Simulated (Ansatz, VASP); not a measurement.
Cu in VASP and in Ansatz

```
Cu
1.0
     1.19881   -3.91223    0.00000
     1.19881    3.91223    0.00000
     0.00000    0.00000    2.55734
Cu
2
Direct
  0.13387 0.86613 0.25000
  0.86613 0.13387 0.75000
```

Alike in both runs: task single point; functional PBEsol; k mesh 22 × 22 × 22; occupations gaussian, width 0.15 eV; no spin polarisation.

|  | VASP | Ansatz |
| --- | --- | --- |
| version | VASP 6.6.1 | Ansatz 0.2.0 |
| potentials or method | VASP PAW PBE potentials, release 64 (Cu), cutoff 520 eV | scalar-relativistic, plane waves, PAW |
| valence electrons in the cell | 22 | 38 |

```csv
,VASP,Ansatz,Ansatz less VASP
gap on the k mesh at the Fermi level (eV),none,none,-
pressure (GPa),-0.5,-1.3,-0.82
"traceless stress, the component that is largest in VASP (GPa)",-5.29,-5.35,-0.052
rms of the force components (eV/Å),0.006,0.003,-0.0027
```

VASP's potentials were made for PBE, not for PBEsol. Atom by atom the forces differ by 0.003 eV/Å (rms over components). A gap of «none» marks a metal or a gap that the smearing closes. The functional is the same, so the differences come from potentials, cutoffs and numerics. VASP's potentials hold 22 valence electrons a cell and Ansatz's 38, so a difference there can come from the potentials and not from the codes.
